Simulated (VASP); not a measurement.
Runs of VASP 6.6.1 on Ru. The structure is that of space group Fm-3m (No. 225), or close to it. The cells are those of the table. 

```tsv
level	U	cell	k mesh	smearing	gap on the mesh (eV)	pressure (GPa)
PBE+D3(BJ)	-	a = 2.708 Å, angles 60.0°, 1 atom	12 × 12 × 12	tetrahedron	none	-11.8
PBE	-	a = 2.708 Å, angles 60.0°, 1 atom	7 × 7 × 7	fermi-dirac 0.04 eV	none	(b)
PBE	-	a = 2.653 Å, angles 60.0°, 1 atom	12 × 12 × 12	fermi-dirac 0.05 eV	none	(a)
PBE	-	a = 2.744 Å, angles 60.0°, 1 atom	12 × 12 × 12	fermi-dirac 0.05 eV	none	-15.0
RPBE+U	Ru d U = 6.0 eV	a = 2.761 Å, angles 60.0°, 1 atom	12 × 12 × 12	tetrahedron	none	-12.2
```

Alike in all rows: task single point; potentials or basis VASP PAW PBE potentials, release 64 (Ru_pv); no spin polarisation; cutoff (eV) 520.

**Question.** Estimate the missing entries.

**Answer.** (a) 15.8; (b) -3.5.

Caveats: some runs use coarse meshes; tetrahedron occupations give inexact forces and stress in metals (some runs); pairwise dispersion overbinds metals, which lowers pressure and volume (some runs); the PAW data sets were made with another functional, which shifts forces and pressure a little (some runs); U without spin polarisation on a metal has little footing (some runs); the U is typed as a test and isn't derived for this compound (some runs).

A k mesh can miss the band edges, and the runs leave out spin-orbit coupling on Ru.

A gap of «none» marks levels without a gap at the run's occupations.
